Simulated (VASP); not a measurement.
Runs of VASP 6.6.1 on Al. The structure is that of space group P6_3/mmc (No. 194), or close to it. The cells are those of the table. This isn't the form of Al at room conditions, which is fcc.

```tsv
cell	gap on the mesh (eV)	pressure (GPa)
a = 2.953, b = 2.953, c = 4.867 Å, angles 90.0, 90.0, 120.0°, 2 atoms	none	-7.1
a = 3.059, b = 3.059, c = 4.867 Å, angles 90.0, 90.0, 120.0°, 2 atoms	none	(b)
a = 2.602, b = 2.602, c = 4.867 Å, angles 90.0, 90.0, 120.0°, 2 atoms	none	(a)
a = 2.672, b = 2.672, c = 4.867 Å, angles 90.0, 90.0, 120.0°, 2 atoms	none	9.3
a = 3.094, b = 3.094, c = 4.867 Å, angles 90.0, 90.0, 120.0°, 2 atoms	none	(c)
a = 3.023, b = 3.023, c = 4.867 Å, angles 90.0, 90.0, 120.0°, 2 atoms	none	-8.9
a = 2.531, b = 2.531, c = 4.867 Å, angles 90.0, 90.0, 120.0°, 2 atoms	none	27.9
a = 2.883, b = 2.883, c = 4.867 Å, angles 90.0, 90.0, 120.0°, 2 atoms	none	-4.7
```

Alike in all rows: task single point; level PBEsol; potentials or basis VASP PAW PBE potentials, release 64 (Al); no spin polarisation; k mesh 18 × 18 × 10; cutoff (eV) 520; smearing gaussian 0.15 eV.

Task: Fill in the values left out.

Result: (a) 17.4; (b) -9.6; (c) -10.1.

Caveats: the PAW data sets were made with another functional, which shifts forces and pressure a little; the cell stands under tension (at least some runs); the stress differs along the axes, from 4 to 24 GPa (at least some runs); the stress differs along the axes, from 2 to 13 GPa (at least some runs); the stress differs along the axes, from 8 to 38 GPa (at least some runs).

A gap of «none» marks levels without a gap at the run's occupations.
